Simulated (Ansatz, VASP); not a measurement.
BN: VASP beside Ansatz

```
B N
1.0
     0.00000    1.73262    1.87701
     1.73262    0.00000    1.87701
     1.73262    1.73262    0.00000
B N
1 1
Direct
  0.00000 0.00000 0.00000
  0.75000 0.75000 0.75000
```

Change from the starting cell: strain -0.040 along x and y, +0.040 along z, atoms carried along.

Alike in both runs: task single point; functional r2SCAN; k mesh 12 × 12 × 12; occupations gaussian, width 0.05 eV; no spin polarisation.

|  | VASP | Ansatz |
| --- | --- | --- |
| version | VASP 6.6.1 | Ansatz 0.2.0 |
| potentials or method | VASP PAW PBE potentials, release 64 (B, N), cutoff 520 eV | scalar-relativistic, plane waves, PAW |
| valence electrons in the cell | 8 | 8 |

```tsv
	VASP	Ansatz	Ansatz less VASP
gap on the k mesh at the Fermi level (eV)	4.26	4.29	+0.026
least direct gap on the mesh (eV)	9.31	9.35	+0.043
pressure (GPa)	19.3	18.0	-1.27
traceless stress, the component that is largest in VASP (GPa)	-40.18	-40.27	-0.096
```

VASP's potentials were made for PBE, not for r2SCAN.
